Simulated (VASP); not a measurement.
# SiC (P-6m2) in VASP: a series of runs

SiC is run at these levels: PBE; tasks: relaxation of cell and atoms, single point.

All numbers are computed with VASP 6.6.1; they aren't measurements. Logs are shortened: lines on timing, memory, paths and dates and some standing lists are left out, and cuts for length are marked.

## (1) The cell of the first run

The structure is hexagonal, space group P-6m2 (No. 187). The conventional cell has a = 2.865 Å, b = 2.865 Å, c = 2.558 Å, α = 90.00°, β = 90.00°, γ = 120.00°. Si (site symmetry -6m2) has 6 C at 2.09 Å and 2 Si at 2.56 Å within 2.8 Å. Within 2.8 Å of C (site symmetry -6m2) lie 6 Si at 2.09 Å and 2 C at 2.56 Å.

## (2) Relaxation of cell and atoms, PBE

INCAR

```
PREC     = Accurate       # precision mode
ENCUT    = 600            # plane-wave cutoff, eV
EDIFF    = 1E-7           # SCF threshold, eV
ISMEAR   = 0              # smearing method
SIGMA    = 0.1            # smearing width, eV
LREAL    = F              # projectors in reciprocal space
LASPH    = T              # aspherical terms in the spheres
NELM     = 100            # most SCF steps
ALGO     = Normal         # electronic algorithm
ISIF     = 3              # what is computed and relaxed
LWAVE    = F              # write WAVECAR
LCHARG   = F              # write CHGCAR
GGA      = PE             # functional
IBRION   = 2              # ionic algorithm
NSW      = 100            # ionic steps
EDIFFG   = -0.01          # ionic threshold
```

KPOINTS

```
regular mesh
0
Gamma
  24 24 22
```

POSCAR

```
SiC
1.0
    2.8647527706      0.0000000000      0.0000000000
   -1.4323763853      2.4809486749      0.0000000000
    0.0000000000      0.0000000000      2.5581540255
Si C
1 1
Direct
    0.6666666667      0.3333333333      0.5000000000
    0.3333333333      0.6666666667      0.0000000000
```

Potentials or basis: VASP PAW PBE potentials, release 64 (Si, C).

Run with:

```
$ cat potpaw_PBE.64/Si/POTCAR potpaw_PBE.64/C/POTCAR > POTCAR
$ mpirun -np 1 vasp_std > vasp.out
```

OUTCAR:

```text
PREC = Accurate
   ENCUT = 600
   EDIFF = 1E-7
   ISMEAR = 0
   LREAL = F
   LASPH = T
   NELM = 100
   ISIF = 3
   GGA = PE
   IBRION = 2
   NSW = 100
   EDIFFG = -0.01

 ion  position               nearest neighbor table
   1  0.667  0.333  0.500-   2 2.09   2 2.09   2 2.09   2 2.09   2 2.09   2 2.09
   2  0.333  0.667  0.000-   1 2.09   1 2.09   1 2.09   1 2.09   1 2.09   1 2.09

  LATTYP: Found a hexagonal cell.
 ALAT       =     2.8647527706
 C/A-ratio  =     0.8929754957

  Lattice vectors:

 A1 = (   2.8647527706,   0.0000000000,   0.0000000000)
 A2 = (  -1.4323763853,   2.4809486749,   0.0000000000)
 A3 = (   0.0000000000,   0.0000000000,   2.5581540255)

Analysis of symmetry for initial positions (statically):
=====================================================================
 Subroutine PRICEL returns:
 Original cell was already a primitive cell.

 Routine SETGRP: Setting up the symmetry group for a
 hexagonal supercell.

 Subroutine GETGRP returns: Found 12 space group operations
 (whereof 12 operations were pure point group operations)
 out of a pool of 24 trial point group operations.

The static configuration has the point symmetry D_3h.

Analysis of symmetry for dynamics (positions and initial velocities):
=====================================================================
 Subroutine PRICEL returns:
 Original cell was already a primitive cell.

 Routine SETGRP: Setting up the symmetry group for a
 hexagonal supercell.

 Subroutine GETGRP returns: Found 12 space group operations
 (whereof 12 operations were pure point group operations)
 out of a pool of 24 trial point group operations.

The dynamic configuration has the point symmetry D_3h.

 Subroutine INISYM returns: Found 12 space group operations
 (whereof 12 operations are pure point group operations),
 and found     1 'primitive' translations

----------------------------------------------------------------------------------------

                                     Primitive cell

  volume of cell :      18.1816

  direct lattice vectors                    reciprocal lattice vectors
     2.864752771  0.000000000  0.000000000     0.349070262  0.201535810  0.000000000
    -1.432376385  2.480948675  0.000000000     0.000000000  0.403071619  0.000000000
     0.000000000  0.000000000  2.558154025     0.000000000  0.000000000  0.390906877

[... 97 lines left out ...]
   EFERMI =   0.00;   METHOD = LEGACY
   ISMEAR =     0;   SIGMA  =   0.10  broadening in eV -4-tet -1-fermi 0-gaus
   EFERMI_NEDOS =   21; number of points for ismear=-14 and -15
   IALGO  =     38    algorithm
   IMIX   =      4    mixing-type and parameters
     AMIX     =   0.40;   BMIX     =  1.00
     AMIX_MAG =   1.60;   BMIX_MAG =  1.00
  volume/ion in A,a.u.               =       9.09        61.35
  Fermi-wavevector in a.u.,A,eV,Ry     =   1.245167  2.353025 21.095030  1.550441
  Thomas-Fermi vector in A             =   2.379401
   LORBIT       =      0    0 simple, 1 ext, 2 COOP (PROOUT), +10 PAW based schemes
   GGA     = PE    functional components
   LHFCALC =     F    Hartree Fock is set to
   AEXX    =    0.0000 exact exchange contribution
   IVDW    =     0    specifies the selected vdW correction
   LEPSILON=     F    determine dielectric tensor
   LRPA    =     F    only Hartree local field effects (RPA)
 conjugate gradient relaxation of ions
 non-spin polarized calculation
 Gauss-broadening in eV      SIGMA  =   0.10
  energy-cutoff  :      600.00
  volume of cell :       18.18
 maximum number of plane-waves:       618
 NGX is ok and might be reduce to    24
   NGX = 11   NGY = 11   NGZ = 11

--------------------------------------- Ionic step        1  -------------------------------------------

 number of electron       8.0000000 magnetization

 Free energy of the ion-electron system (eV)
  ---------------------------------------------------
  ext. energy  EPLUGINS =         0.00000000
  ---------------------------------------------------
  free energy    TOTEN  =       -12.44822028 eV

  energy without entropy =      -12.44560047  energy(sigma->0) =      -12.44691038

------------------------ aborting loop because EDIFF is reached ----------------------------------------

  FORCE on cell =-STRESS in cart. coord.  units (eV):
  Direction    XX          YY          ZZ          XY          YZ          ZX
  --------------------------------------------------------------------------------------
  -------------------------------------------------------------------------------------
  Total        0.0089950      0.0089950      0.3253199      0.0000000     -0.0000000      0.0000000
  in kB        0.7926466      0.7926466     28.6674887      0.0000000     -0.0000000      0.0000000
  external PRESSURE =      10.0842606 kB  Pullay stress =       0.0000000 kB
[... 131 lines left out ...]
--------------------------------------- Ionic step        5  -------------------------------------------

 number of electron       8.0000000 magnetization

 Free energy of the ion-electron system (eV)
  ---------------------------------------------------
  ext. energy  EPLUGINS =         0.00000000
  ---------------------------------------------------
  free energy    TOTEN  =       -12.44904624 eV

  energy without entropy =      -12.44649564  energy(sigma->0) =      -12.44777094

 E-fermi :  10.9538     XC(G=0): -12.2650

 val. band max:       10.9510026980   @ k =   0.1667   0.0833   0.4545
 cond. band min:      10.9540475816   @ k =   0.0417   0.0417   0.2727
 fundamental gap:      0.0030448836
 Fermi energy:        10.9537847778

 k-point     1 :       0.0000    0.0000    0.0000
  band No.  band energies     occupation
      1      -6.5875      2.00000
      2      10.1329      2.00000
      3      10.1329      2.00000
      4      10.2337      2.00000
      5      14.8875      0.00000
      6      16.6959      0.00000
      7      17.6024      0.00000
      8      17.6024      0.00000
[... 243 lines left out ...]
 k-point    24 :       0.4583    0.0417    0.0000
  band No.  band energies     occupation
      1      -2.4878      2.00000
      2       0.2137      2.00000
      3       7.4275      2.00000
      4      12.1478      0.00000
      5      13.0099      0.00000
      6      19.7914      0.00000
      7      20.5497      0.00000
      8      20.9843      0.00000

 [... further k-points ...]

------------------------ aborting loop because EDIFF is reached ----------------------------------------

  FORCE on cell =-STRESS in cart. coord.  units (eV):
  Direction    XX          YY          ZZ          XY          YZ          ZX
  --------------------------------------------------------------------------------------
  -------------------------------------------------------------------------------------
  Total        0.0063487      0.0063487     -0.0068285     -0.0000000      0.0000000      0.0000000
  in kB        0.5572636      0.5572636     -0.5993781     -0.0000000      0.0000000      0.0000000
  external PRESSURE =       0.1717163 kB  Pullay stress =       0.0000000 kB
[... 17 lines left out ...]
  FREE ENERGIE OF THE ION-ELECTRON SYSTEM (eV)
  ---------------------------------------------------
  free  energy   TOTEN  =       -12.4490462433 eV

  energy  without entropy=      -12.4464956429  energy(sigma->0) =      -12.44777094

 reached required accuracy - stopping structural energy minimisation
```

OSZICAR:

```text
N       E                     dE             d eps       ncg     rms          rms(c)
DAV:   1     0.759457887145E+01    0.75946E+01   -0.46240E+03 11904   0.101E+03
DAV:   2    -0.131873148933E+02   -0.20782E+02   -0.20063E+02 17464   0.109E+02
[... 30 lines left out ...]
   4 F= -.12449023E+02 E0= -.12447744E+02  d E =-.802936E-03
       N       E                     dE             d eps       ncg     rms          rms(c)
DAV:   1    -0.124490637260E+02   -0.40448E-04   -0.11520E-03 16520   0.292E-01    0.269E-02
DAV:   2    -0.124490500933E+02    0.13633E-04   -0.37034E-05 13680   0.431E-02    0.127E-02
DAV:   3    -0.124490467114E+02    0.33819E-05   -0.41654E-06 16120   0.147E-02    0.396E-03
DAV:   4    -0.124490461699E+02    0.54147E-06   -0.10572E-06 14288   0.625E-03    0.151E-03
DAV:   5    -0.124490462433E+02   -0.73363E-07   -0.25406E-08  6728   0.136E-03
   5 F= -.12449046E+02 E0= -.12447771E+02  d E =-.230236E-04
```

Wall time 2.2 min (1 thread of AMD EPYC 9R45 (Zen 5), shared host); peak memory 0.22 GiB.

Results:

```
Free energy                            : -12.4490 eV
Relaxed volume                         : 9.13 Å³/atom
Relaxed cell                           : a = 2.863 Å, b = 2.863 Å, c = 2.572 Å, α = 90.00°, β = 90.00°, γ = 120.00°
Space group after relaxing (to 0.05 Å) : P-6m2 (No. 187)
Energy gained by relaxing              : 0.4 meV/atom
Ionic steps                            : 5
Pressure after relaxing                : 0.0 GPa
Band gap on the k mesh                 : zero (band 4 reaches 12.45 eV, above the bottom of band 5 at 7.99 eV)
```

Step by step:
| step | energy change (eV) | largest force (eV/Å) | pressure (GPa) | volume (Å³) |
| --- | --- | --- | --- | --- |
| 1 | 0.0000 | 0.0000 | 1.01 | 18.18 |
| 2 | -0.0005 | 0.0000 | -0.90 | 18.33 |
| 3 | -0.0008 | 0.0000 | -0.20 | 18.28 |
| 4 | -0.0008 | 0.0000 | -0.22 | 18.28 |
| 5 | -0.0008 | 0.0000 | 0.02 | 18.25 |

Final structure:
```yaml
crystal:
  lattice:
    - [2.86288, 0.00000, 0.00000]
    - [-1.43144, 2.47932, 0.00000]
    - [0.00000, 0.00000, 2.57157]
  atoms:
    - { symbol: Si, position: [0.66667, 0.33333, 0.50000] }
    - { symbol: C, position: [0.33333, 0.66667, 0.00000] }
```

## (3) Single point, PBE

INCAR

```
SYSTEM = SiC
PREC = Accurate
ENCUT = 600
EDIFF = 1E-6
ISMEAR = 0
SIGMA = 0.1
LREAL = .FALSE.
LASPH = .TRUE.
NELM = 120
ALGO = Normal
ISIF = 2
LWAVE = .FALSE.
LCHARG = .FALSE.
GGA = PE
NBANDS = 11
GGA_COMPAT = .FALSE.
```

KPOINTS

```
regular mesh
0
G
  6 6 6
  0 0 0
```

POSCAR is that of step 2.

Potentials or basis: VASP PAW PBE potentials, release 64 (Si, C).

Run with:

```
$ cat potpaw_PBE.64/Si/POTCAR potpaw_PBE.64/C/POTCAR > POTCAR
$ mpirun -np 1 vasp_std > vasp.out
```

OUTCAR:

```text
SYSTEM = SiC
   PREC = Accurate
   ENCUT = 600
   EDIFF = 1E-6
   ISMEAR = 0
   LREAL = .FALSE.
   LASPH = .TRUE.
   NELM = 120
   ISIF = 2
   GGA = PE

 ion  position               nearest neighbor table
   1  0.667  0.333  0.500-   2 2.09   2 2.09   2 2.09   2 2.09   2 2.09   2 2.09
   2  0.333  0.667  0.000-   1 2.09   1 2.09   1 2.09   1 2.09   1 2.09   1 2.09

  LATTYP: Found a hexagonal cell.
 ALAT       =     2.8647527706
 C/A-ratio  =     0.8929754957

  Lattice vectors:

 A1 = (   2.8647527706,   0.0000000000,   0.0000000000)
 A2 = (  -1.4323763853,   2.4809486749,   0.0000000000)
 A3 = (   0.0000000000,   0.0000000000,   2.5581540255)

Analysis of symmetry for initial positions (statically):
=====================================================================
 Subroutine PRICEL returns:
 Original cell was already a primitive cell.

 Routine SETGRP: Setting up the symmetry group for a
 hexagonal supercell.

 Subroutine GETGRP returns: Found 12 space group operations
 (whereof 12 operations were pure point group operations)
 out of a pool of 24 trial point group operations.

The static configuration has the point symmetry D_3h.
[... 172 lines left out ...]
      2      10.1624      2.00000
      3      10.1624      2.00000
      4      10.4356      2.00000
      5      15.0695      0.00000
      6      16.7116      0.00000
      7      17.5847      0.00000
      8      17.5847      0.00000
      9      24.6802      0.00000
     10      26.5856      0.00000
     11      29.8860      0.00000
[... 309 lines left out ...]
 k-point    24 :       0.3333    0.0000    0.5000
  band No.  band energies     occupation
      1      -0.1485      2.00000
      2       1.5316      2.00000
      3       6.4674      2.00000
      4       9.8971      2.00000
      5      10.7812      1.99994
      6      16.5526      0.00000
      7      18.0816      0.00000
      8      18.2873      0.00000
      9      26.0482      0.00000
     10      29.2058      0.00000
     11      29.4131      0.00000

 [... further k-points ...]

------------------------ aborting loop because EDIFF is reached ----------------------------------------

  FORCE on cell =-STRESS in cart. coord.  units (eV):
  Direction    XX          YY          ZZ          XY          YZ          ZX
  --------------------------------------------------------------------------------------
  -------------------------------------------------------------------------------------
  Total       -0.0140807     -0.0140807     -0.0062881      0.0000000     -0.0000000      0.0000000
  in kB       -1.2408037     -1.2408037     -0.5541157      0.0000000     -0.0000000      0.0000000
  external PRESSURE =      -1.0119077 kB  Pullay stress =       0.0000000 kB

 VOLUME and BASIS-vectors are now :
 -----------------------------------------------------------------------------
  energy-cutoff  :      600.00
  volume of cell :       18.18
      direct lattice vectors                 reciprocal lattice vectors
     2.864752771  0.000000000  0.000000000     0.349070262  0.201535810  0.000000000
    -1.432376385  2.480948675  0.000000000     0.000000000  0.403071619  0.000000000
     0.000000000  0.000000000  2.558154025     0.000000000  0.000000000  0.390906877

 POSITION                                       TOTAL-FORCE (eV/Angst)
 -----------------------------------------------------------------------------------
      1.43238      0.82698      1.27908         0.000000     -0.000000      0.000000
     -0.00000      1.65397      0.00000        -0.000000      0.000000      0.000000
 -----------------------------------------------------------------------------------
    total drift:                                0.000000     -0.000000     -0.000000

  FREE ENERGIE OF THE ION-ELECTRON SYSTEM (eV)
  ---------------------------------------------------
  free  energy   TOTEN  =       -12.4375602293 eV

  energy  without entropy=      -12.4312651527  energy(sigma->0) =      -12.43441269
```

OSZICAR:

```text
N       E                     dE             d eps       ncg     rms          rms(c)
DAV:   1     0.904859665604E+01    0.90486E+01   -0.43993E+03   616   0.737E+02
DAV:   2    -0.128866012300E+02   -0.21935E+02   -0.20908E+02   773   0.117E+02
DAV:   3    -0.135206514763E+02   -0.63405E+00   -0.62961E+00   803   0.168E+01
DAV:   4    -0.135227250520E+02   -0.20736E-02   -0.20732E-02   707   0.112E+00
DAV:   5    -0.135227312019E+02   -0.61499E-05   -0.61498E-05   750   0.585E-02    0.704E+00
DAV:   6    -0.124492379380E+02    0.10735E+01   -0.38215E+00   646   0.872E+00    0.298E+00
DAV:   7    -0.124420980640E+02    0.71399E-02   -0.14105E-01   760   0.246E+00    0.136E+00
DAV:   8    -0.124375312368E+02    0.45668E-02   -0.61231E-03   664   0.549E-01    0.191E-01
DAV:   9    -0.124375375681E+02   -0.63313E-05   -0.44457E-04   794   0.155E-01    0.100E-01
DAV:  10    -0.124375611498E+02   -0.23582E-04   -0.56211E-05   701   0.488E-02    0.761E-03
DAV:  11    -0.124375602293E+02    0.92047E-06   -0.84128E-06   736   0.150E-02
   1 F= -.12437560E+02 E0= -.12434413E+02  d E =-.629508E-02
```

stdout:

```text
POSCAR found type information on POSCAR SiC
 POSCAR found :  2 types and       2 ions
 scaLAPACK will be used
 LDA part: xc-table for (Slater+PW92), standard interpolation
 POSCAR, INCAR and KPOINTS ok, starting setup
 FFT: planning ... GRIDC
 FFT: planning ... GRID_SOFT
 FFT: planning ... GRID
 WAVECAR not read
 entering main loop
```

Run time: 3.1 s. Hardware: 1 thread of Intel Xeon 6975P-C (Granite Rapids), shared host; peak memory 0.12 GiB.

What came out:

```yaml
Free_energy: -12.4376 eV
Pressure: -0.1 GPa
Band_gap_on_the_k_mesh: zero (band 4 reaches 12.64 eV, above the bottom of band 5 at 8.81 eV)
```

Caveat: the k points lie up to 0.42 Å⁻¹ apart.

[end of part 1 of 2]
